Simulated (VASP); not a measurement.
# Al in VASP: further runs

The runs below take Al through single point, relaxation of the atoms, with PBE.

All numbers are computed with VASP 6.6.1; they aren't measurements. Logs are shortened: lines on timing, memory, paths and dates and some standing lists are left out, and cuts for length are marked.

### Step 1. The cell of the first run

The cell holds a slab with vacuum, 5 atoms: a = 2.858 Å, b = 2.858 Å, c = 24.334 Å, α = 90.00°, β = 90.00°, γ = 120.00°.

### Step 2. Single point, PBE

INCAR

```
SYSTEM = Al
ALGO = Normal
DIPOL = 0.5 0.5 0.500
EDIFF = 1E-6
ENCUT = 520
GGA = PE
IDIPOL = 3
ISIF = 2
ISMEAR = 0
LASPH = .True.
LCHARG = .False.
LDIPOL = .True.
LREAL = .False.
LWAVE = .False.
NBANDS = 16
NELM = 80
PREC = Accurate
SIGMA = 0.1
```

KPOINTS

```
k-points
0
Gamma
  12 12 1
  0 0 0
```

POSCAR

```
Al
1.0
    2.8578575428      0.0000000000      0.0000000000
   -1.4289287714      2.4749772324      0.0000000000
    0.0000000000      0.0000000000     24.3337236498
Al
5
Direct
    0.6666666667      0.3333333333      0.3082142342
    0.3333333333      0.6666666667      0.4041071171
    0.0000000000      0.0000000000      0.5000000000
    0.6666666667      0.3333333333      0.5958928829
    0.3333333333      0.6666666667      0.6917857658
```

Potentials or basis: VASP PAW PBE potentials, release 64 (Al).

Command:

```
$ cat potpaw_PBE.64/Al/POTCAR > POTCAR
$ mpirun -np 1 vasp_std > vasp.out
```

OUTCAR:

```text
SYSTEM = Al
   EDIFF = 1E-6
   ENCUT = 520
   GGA = PE
   ISIF = 2
   ISMEAR = 0
   LASPH = .True.
   LREAL = .False.
   NELM = 80
   PREC = Accurate

 ion  position               nearest neighbor table
   1  0.667  0.333  0.308-   2 2.86   2 2.86   2 2.86
   2  0.333  0.667  0.404-   1 2.86   1 2.86   3 2.86   3 2.86   3 2.86   1 2.86
   3  0.000  0.000  0.500-   2 2.86   4 2.86   2 2.86   4 2.86   4 2.86   2 2.86
   4  0.667  0.333  0.596-   5 2.86   5 2.86   3 2.86   3 2.86   3 2.86   5 2.86
   5  0.333  0.667  0.692-   4 2.86   4 2.86   4 2.86

  LATTYP: Found a hexagonal cell.
 ALAT       =     2.8578575428
 C/A-ratio  =     8.5146734172

  Lattice vectors:

 A1 = (   2.8578575428,   0.0000000000,   0.0000000000)
 A2 = (  -1.4289287714,   2.4749772324,   0.0000000000)
 A3 = (   0.0000000000,   0.0000000000,  24.3337236498)

Analysis of symmetry for initial positions (statically):
=====================================================================
 Subroutine PRICEL returns:
 Original cell was already a primitive cell.

 Routine SETGRP: Setting up the symmetry group for a
 hexagonal supercell.

 Subroutine GETGRP returns: Found 12 space group operations
 (whereof 12 operations were pure point group operations)
 out of a pool of 24 trial point group operations.

The static configuration has the point symmetry D_3d.

Analysis of symmetry for dynamics (positions and initial velocities):
=====================================================================
 Subroutine PRICEL returns:
 Original cell was already a primitive cell.

 Routine SETGRP: Setting up the symmetry group for a
 hexagonal supercell.

 Subroutine GETGRP returns: Found 12 space group operations
 (whereof 12 operations were pure point group operations)
 out of a pool of 24 trial point group operations.

The dynamic configuration has the point symmetry D_3d.

 Subroutine INISYM returns: Found 12 space group operations
 (whereof 12 operations are pure point group operations),
 and found     1 'primitive' translations

----------------------------------------------------------------------------------------

                                     Primitive cell

  volume of cell :     172.1156

  direct lattice vectors                    reciprocal lattice vectors
     2.857857543  0.000000000  0.000000000     0.349912473  0.202022060  0.000000000
    -1.428928771  2.474977232  0.000000000     0.000000000  0.404044121  0.000000000
     0.000000000  0.000000000 24.333723650     0.000000000  0.000000000  0.041095231

  length of vectors
     2.857857543  2.857857543 24.333723650     0.404044121  0.404044121  0.041095231

  position of ions in fractional coordinates (direct lattice)
     0.666666667  0.333333333  0.308214234
     0.333333333  0.666666667  0.404107117
     0.000000000  0.000000000  0.500000000
     0.666666667  0.333333333  0.595892883
     0.333333333  0.666666667  0.691785766

  ion indices of the primitive-cell ions
   primitive index   ion index
                 1           1
                 2           2
                 3           3
                 4           4
                 5           5

----------------------------------------------------------------------------------------

 KPOINTS: k-points

Automatic generation of k-mesh.
 Grid dimensions read from file:
 generate k-points for:   12   12    1

 Generating k-lattice:

  Cartesian coordinates                     Fractional coordinates (reciprocal lattice)
     0.029159373  0.016835172  0.000000000     0.083333333 -0.000000000  0.000000000
     0.000000000  0.033670343  0.000000000     0.000000000  0.083333333  0.000000000
     0.000000000  0.000000000  0.041095231     0.000000000  0.000000000  1.000000000

  Length of vectors
     0.033670343  0.033670343  0.041095231

  Shift w.r.t. Gamma in fractional coordinates (k-lattice)
     0.000000000  0.000000000  0.000000000

 Subroutine IBZKPT returns following result:
 ===========================================

 Found     19 irreducible k-points:

 Following reciprocal coordinates:
            Coordinates               Weight
  0.000000  0.000000  0.000000      1.000000
  0.083333  0.000000  0.000000      6.000000
  0.166667  0.000000  0.000000      6.000000
  0.250000  0.000000  0.000000      6.000000
  0.333333 -0.000000  0.000000      6.000000
  0.416667  0.000000  0.000000      6.000000
[... 11 lines left out ...]
  0.333333  0.250000  0.000000     12.000000
  0.333333  0.333333  0.000000      2.000000
   k-points           NKPTS =     19   k-points in BZ     NKDIM =     19   number of bands    NBANDS=     16
   number of dos      NEDOS =    301   number of ions     NIONS =      5
   total plane-waves  NPLWV = 110592
   dimension x,y,z NGX =    24 NGY =   24 NGZ =  192
   dimension x,y,z NGXF=    48 NGYF=   48 NGZF=  384
   ions per type =               5
   NGX,Y,Z   is equivalent  to a cutoff of  13.96, 13.96, 13.12 a.u.
   NGXF,Y,Z  is equivalent  to a cutoff of  27.92, 27.92, 26.23 a.u.
 SYSTEM =  Al
   PREC   = accura    normal or accurate (medium, high low for compatibility)
   ISTART =      0    job   : 0-new  1-cont  2-samecut
   ICHARG =      2    charge: 1-file 2-atom 10-const
   ISPIN  =      1    spin polarized calculation?
   LNONCOLLINEAR =      F non collinear calculations
   LSORBIT =      F    spin-orbit coupling
   LASPH  =      T    aspherical Exc in radial PAW
   ENCUT  =  520.0 eV  38.22 Ry    6.18 a.u.   5.31  5.31 45.24*2*pi/ulx,y,z
   NELM   =     80;   NELMIN=  2; NELMDL= -5     # of ELM steps
   EDIFF  = 0.1E-05   stopping-criterion for ELM
   LREAL  =      F    real-space projection
   EDIFFG = 0.1E-04   stopping-criterion for IOM
   NSW    =      0    number of steps for IOM
   IBRION =     -1    ionic relax: 0-MD 1-quasi-New 2-CG
   NFREE  =      0    steps in history (QN), initial steepest desc. (CG)
   ISIF   =      2    stress and relaxation
   ISYM   =      2    0-nonsym 1-usesym 2-fastsym
   POTIM  = 0.5000    time-step for ionic-motion
   TEBEG  =    0.0;   TEEND  =   0.0 temperature during run
   PSTRESS=    0.0 pullay stress
   NELECT =      15.0000    total number of electrons
   NUPDOWN=      -1.0000    fix difference up-down
   EMIN   =  10.00;   EMAX   =-10.00  energy-range for DOS
   EFERMI =   0.00;   METHOD = LEGACY
   ISMEAR =     0;   SIGMA  =   0.10  broadening in eV -4-tet -1-fermi 0-gaus
   EFERMI_NEDOS =   21; number of points for ismear=-14 and -15
   IALGO  =     38    algorithm
   IMIX   =      4    mixing-type and parameters
     AMIX     =   0.40;   BMIX     =  1.00
     AMIX_MAG =   1.60;   BMIX_MAG =  1.00
  volume/ion in A,a.u.               =      34.42       232.30
  Fermi-wavevector in a.u.,A,eV,Ry     =   0.725825  1.371610  7.167843  0.526822
  Thomas-Fermi vector in A             =   1.816644
   LORBIT       =      0    0 simple, 1 ext, 2 COOP (PROOUT), +10 PAW based schemes
   GGA     = PE    functional components
   LHFCALC =     F    Hartree Fock is set to
   AEXX    =    0.0000 exact exchange contribution
   IVDW    =     0    specifies the selected vdW correction
   LEPSILON=     F    determine dielectric tensor
   LRPA    =     F    only Hartree local field effects (RPA)
 non-spin polarized calculation
 Gauss-broadening in eV      SIGMA  =   0.10
  energy-cutoff  :      520.00
  volume of cell :      172.12
 maximum number of plane-waves:      4687
 NGX is ok and might be reduce to    24
   NGX = 11   NGY = 11   NGZ = 91

 number of electron      15.0000000 magnetization

 dipolmoment           0.000000      0.000000     -0.000000 electrons x Angstroem

 Free energy of the ion-electron system (eV)
  ---------------------------------------------------
  ext. energy  EPLUGINS =         0.00000000
  ---------------------------------------------------
  free energy    TOTEN  =       -18.01827986 eV

  energy without entropy =      -18.00750712  energy(sigma->0) =      -18.01289349

 E-fermi :   1.7302     XC(G=0):  -5.6586

 val. band max:        1.7002911858   @ k =   0.2500   0.1667   0.0000
 cond. band min:       1.7893988656   @ k =   0.3333   0.2500   0.0000
 fundamental gap:      0.0891076798
 Fermi energy:         1.7302099198

 k-point     1 :       0.0000    0.0000    0.0000
  band No.  band energies     occupation
      1      -9.1583      2.00000
      2      -8.4782      2.00000
      3      -7.3603      2.00000
      4      -5.8245      2.00000
      5      -3.9072      2.00000
      6      -1.8609      2.00000
[... 8 lines left out ...]
     15      10.5725      0.00000
     16      12.6864      0.00000

 k-point     2 :       0.0833    0.0000    0.0000
  band No.  band energies     occupation
      1      -8.9908      2.00000
      2      -8.3113      2.00000
      3      -7.1944      2.00000
      4      -5.6598      2.00000
      5      -3.7427      2.00000
      6      -1.7038      2.00000
[... 8 lines left out ...]
     15      10.3945      0.00000
     16      10.6694      0.00000

 k-point     3 :       0.1667    0.0000    0.0000
  band No.  band energies     occupation
      1      -8.4895      2.00000
      2      -7.8119      2.00000
      3      -6.6981      2.00000
      4      -5.1671      2.00000
      5      -3.2513      2.00000
      6      -1.2333      2.00000
[... 8 lines left out ...]
     15       8.4715      0.00000
     16       8.6981      0.00000

 k-point     4 :       0.2500    0.0000    0.0000
  band No.  band energies     occupation
      1      -7.6578      2.00000
      2      -6.9836      2.00000
      3      -5.8750      2.00000
      4      -4.3509      2.00000
      5      -2.4408      2.00000
      6      -0.4538      2.00000
[... 8 lines left out ...]
     15       7.5784      0.00000
     16       8.6824      0.00000

 k-point     5 :       0.3333   -0.0000    0.0000
  band No.  band energies     occupation
      1      -6.5017      2.00000
      2      -5.8324      2.00000
      3      -4.7320      2.00000
      4      -3.2204      2.00000
      5      -1.3375      2.00000
      6       0.5610      2.00000
[... 8 lines left out ...]
     15       8.1053      0.00000
     16       8.1075      0.00000

 k-point     6 :       0.4167    0.0000    0.0000
  band No.  band energies     occupation
      1      -5.0294      2.00000
      2      -4.3673      2.00000
      3      -3.2817      2.00000
      4      -1.8181      2.00000
      5      -1.1915      2.00000
      6      -0.6329      2.00000
[... 8 lines left out ...]
     15       7.6787      0.00000
     16       7.9304      0.00000
[... 172 lines left out ...]
 k-point    16 :       0.4167    0.1667    0.0000
  band No.  band energies     occupation
      1      -2.7902      2.00000
      2      -2.7586      2.00000
      3      -2.1469      2.00000
      4      -2.1097      2.00000
      5      -1.2249      2.00000
      6      -0.9412      2.00000
[... 8 lines left out ...]
     15       4.8409      0.00000
     16       6.2058      0.00000

 k-point    17 :       0.2500    0.2500    0.0000
  band No.  band energies     occupation
      1      -4.7041      2.00000
      2      -4.0435      2.00000
      3      -2.9596      2.00000
      4      -1.4829      2.00000
      5       0.2345      2.00000
      6       0.9398      2.00000
[... 8 lines left out ...]
     15       5.0358      0.00000
     16       6.2400      0.00000

 k-point    18 :       0.3333    0.2500    0.0000
  band No.  band energies     occupation
      1      -3.0919      2.00000
      2      -2.4430      2.00000
      3      -1.3993      2.00000
      4      -1.1827      2.00000
      5      -0.5835      2.00000
      6      -0.0377      2.00000
[... 8 lines left out ...]
     15       4.2752      0.00000
     16       5.7981      0.00000

 k-point    19 :       0.3333    0.3333    0.0000
  band No.  band energies     occupation
      1      -1.3677      2.00000
      2      -1.3677      2.00000
      3      -1.3097      2.00000
      4      -0.7666      2.00000
      5      -0.6933      2.00000
      6      -0.6933      2.00000
[... 8 lines left out ...]
     15       4.0228      0.00000
     16       5.6101      0.00000

------------------------ aborting loop because EDIFF is reached ----------------------------------------

 vacuum level on the upper side and lower side of the slab       (xc-potential included)        -0.151        -0.151

  FORCE on cell =-STRESS in cart. coord.  units (eV):
  Direction    XX          YY          ZZ          XY          YZ          ZX
  --------------------------------------------------------------------------------------
  -------------------------------------------------------------------------------------
  Total       -1.5881354     -1.5881354      0.5411024     -0.0000000      0.0000000      0.0000000
  in kB      -14.7835165    -14.7835165      5.0369739     -0.0000000      0.0000000      0.0000000
  external PRESSURE =      -8.1766864 kB  Pullay stress =       0.0000000 kB

 VOLUME and BASIS-vectors are now :
 -----------------------------------------------------------------------------
  energy-cutoff  :      520.00
  volume of cell :      172.12
      direct lattice vectors                 reciprocal lattice vectors
     2.857857543  0.000000000  0.000000000     0.349912473  0.202022060  0.000000000
    -1.428928771  2.474977232  0.000000000     0.000000000  0.404044121  0.000000000
     0.000000000  0.000000000 24.333723650     0.000000000  0.000000000  0.041095231

 POSITION                                       TOTAL-FORCE (eV/Angst)
 -----------------------------------------------------------------------------------
      1.42893      0.82499      7.50000        -0.000000     -0.000000     -0.101770
     -0.00000      1.64998      9.83343        -0.000000      0.000000      0.087143
      0.00000      0.00000     12.16686         0.000000      0.000000     -0.000000
      1.42893      0.82499     14.50029         0.000000     -0.000000     -0.087143
     -0.00000      1.64998     16.83372        -0.000000      0.000000      0.101770
 -----------------------------------------------------------------------------------
    total drift:                               -0.000000     -0.000000     -0.000000

  FREE ENERGIE OF THE ION-ELECTRON SYSTEM (eV)
  ---------------------------------------------------
  free  energy   TOTEN  =       -18.0182798626 eV

  energy  without entropy=      -18.0075071226  energy(sigma->0) =      -18.01289349

 vacuum level on the upper side and lower side of the slab         5.782         5.782
```

It took 59 s on 1 thread of Intel Xeon Platinum 8559C (Emerald Rapids), shared host; peak memory 0.31 GiB.

Results:

* Free energy: -18.0183 eV
* Largest force: 0.102 eV/Å
* Band gap on the k mesh: zero (an odd number of electrons rules out a gap without spin polarisation)

Forces on the atoms (eV/Å):
```
Al   0.000  0.000 -0.102
Al   0.000  0.000  0.087
Al   0.000  0.000  0.000
Al   0.000  0.000 -0.087
Al   0.000  0.000  0.102
```

Levels at points of the mesh, in eV from the Fermi level:
| k point | band 3 | band 4 | band 5 | band 6 | band 7 | band 8 | band 9 | band 10 | band 11 | band 12 |
| --- | --- | --- | --- | --- | --- | --- | --- | --- | --- | --- |
| (0.00, 0.00, 0.00) | -9.09 | -7.55 | -5.64 | -3.59 | -1.16 | 1.22 | 3.05 | 4.08 | 4.33 | 6.03 |
| (0.50, 0.00, 0.00) | -4.35 | -4.32 | -3.42 | -3.14 | -1.88 | -1.42 | 0.20 | 0.27 | 1.95 | 2.22 |

### Step 3. Single point, PBE

INCAR

```
SYSTEM = Al
PREC     = Accurate       ! precision mode
ENCUT    = 520            ! plane-wave cutoff, eV
EDIFF    = 1E-6           ! SCF threshold, eV
ISMEAR   = 0              ! smearing method
SIGMA    = 0.1            ! smearing width, eV
LREAL    = .False.        ! projectors in reciprocal space
LASPH    = .True.         ! aspherical terms in the spheres
NELM     = 80             ! most SCF steps
ALGO     = Normal         ! electronic algorithm
ISIF     = 2              ! what is computed and relaxed
LWAVE    = .False.        ! write WAVECAR
LCHARG   = .False.        ! write CHGCAR
LDIPOL   = .True.       
IDIPOL   = 3            
DIPOL    = 0.5 0.5 0.500
GGA      = PE             ! functional
NBANDS   = 16             ! bands
```

KPOINTS

```
Automatic mesh
0
Gamma
  12 12 1
  0 0 0
```

POSCAR

```
Al
1.0
    2.8578575428      0.0000000000      0.0000000000
   -1.4289287714      2.4749772324      0.0000000000
    0.0000000000      0.0000000000     24.3337236498
Al
5
Direct
    0.6666666667      0.3333333333      0.3066169705
    0.3333333333      0.6666666667      0.4039012806
    0.0000000000      0.0000000000      0.5000000000
    0.6666666667      0.3333333333      0.5960987180
    0.3333333333      0.6666666667      0.6933830309
```

Potentials or basis: VASP PAW PBE potentials, release 64 (Al).

Command:

```
$ cat potpaw_PBE.64/Al/POTCAR > POTCAR
$ mpirun -np 1 vasp_std > vasp.out
```

Wall time 59 s (1 thread of Intel Xeon Platinum 8559C (Emerald Rapids), shared host); peak memory 0.31 GiB.

Results (log left out):

- Free energy: -18.0219 eV
- Band gap on the k mesh: zero (an odd number of electrons rules out a gap without spin polarisation)

Forces in eV/Å, atoms in the order of the input:
```
Al   0.000  0.000 -0.002
Al   0.000  0.000  0.000
Al   0.000  0.000  0.000
Al   0.000  0.000  0.000
Al   0.000  0.000  0.002
```

Levels at points of the mesh, in eV from the Fermi level:
```
           k point  band 5  band 6  band 7  band 8  band 9  band 10
(0.00, 0.00, 0.00)   -5.69   -3.62   -1.23    1.12    2.99     4.03
(0.50, 0.00, 0.00)   -3.39   -3.12   -1.90   -1.45    0.16     0.22
```

### Step 4. Relaxation of the atoms, PBE

INCAR

```
SYSTEM = Al
PREC = Accurate
ENCUT = 520
EDIFF = 1E-6
ISMEAR = 0
SIGMA = 0.1
LREAL = .FALSE.
LASPH = .TRUE.
NELM = 80
ALGO = Normal
ISIF = 2
LWAVE = .FALSE.
LCHARG = .FALSE.
LDIPOL = .TRUE.
IDIPOL = 3
DIPOL = 0.5 0.5 0.500
GGA = PE
IBRION = 2
NSW = 80
EDIFFG = -0.02
```

KPOINTS

```
Automatic mesh
0
G
  12 12 1
  0 0 0
```

POSCAR

```
Al
1.0
    2.8578575428      0.0000000000      0.0000000000
   -1.4289287714      2.4749772324      0.0000000000
    0.0000000000      0.0000000000     24.3337236498
Al
5
Direct
    0.6666666667      0.3333333333      0.3082142342
    0.3333333333      0.6666666667      0.4041071171
    0.0000000000      0.0000000000      0.5000000000
    0.6666666667      0.3333333333      0.5958928829
    0.3333333333      0.6666666667      0.6917857658
```

Command:

```
$ cat potpaw_PBE.64/Al/POTCAR > POTCAR
$ mpirun -np 1 vasp_std > vasp.out
```

Run time: 91 s. Hardware: 1 thread of Intel Xeon Platinum 8559C (Emerald Rapids), shared host; peak memory 0.32 GiB.

Results (log left out):

* Free energy: -18.0214 eV
* Energy gained by relaxing: 0.6 meV/atom
* Ionic steps: 6
* Largest force after relaxing: 0.017 eV/Å
* Band gap on the k mesh: zero (an odd number of electrons rules out a gap without spin polarisation)

Forces on the atoms (eV/Å):
```
Al   0.000  0.000 -0.016
Al   0.000  0.000 -0.017
Al   0.000  0.000  0.000
Al   0.000  0.000  0.017
Al   0.000  0.000  0.016
```

Step by step:
```
step  energy change (eV)  largest force (eV/Å)  pressure (GPa)
   1              0.0000                0.1018           -0.82
   2             -0.0014                0.0748           -0.85
   3             -0.0026                0.0218           -0.91
   4             -0.0026                0.0239           -0.91
   5             -0.0028                0.0221           -0.92
   6             -0.0031                0.0174           -0.96
```

Final structure:
```
Al
1.0
     2.85786    0.00000    0.00000
    -1.42893    2.47498    0.00000
     0.00000    0.00000   24.33372
Al
5
Direct
  0.66667 0.33333 0.30730
  0.33333 0.66667 0.40442
  0.00000 0.00000 0.50000
  0.66667 0.33333 0.59558
  0.33333 0.66667 0.69270
```

Levels at points of the mesh, in eV from the Fermi level:
```tsv
k point	band 4	band 5	band 6	band 7	band 8	band 9	band 10	band 11
(0.00, 0.00, 0.00)	-7.58	-5.66	-3.61	-1.18	1.16	3.01	4.05	4.25
(0.50, 0.00, 0.00)	-4.26	-3.39	-3.12	-1.90	-1.44	0.18	0.25	1.94
```

### Step 5. The runs side by side

| task | cell | gap on the mesh (eV) | largest force (eV/Å) |
| --- | --- | --- | --- |
| single point | as given, atomic positions A | none | 0.10 |
| single point | as given, atomic positions B | none | - |
| relaxation of the atoms | atoms relaxed, atomic positions A | none | 0.02 |

Alike in all rows: level PBE; potentials or basis VASP PAW PBE potentials, release 64 (Al); no spin polarisation; k mesh 12 × 12 × 1; cutoff (eV) 520; smearing gaussian 0.1 eV.

Absolute energies hang on the potentials; compare differences alone.

The gap in the log of VASP goes by the Fermi energy; the results here count the filled bands.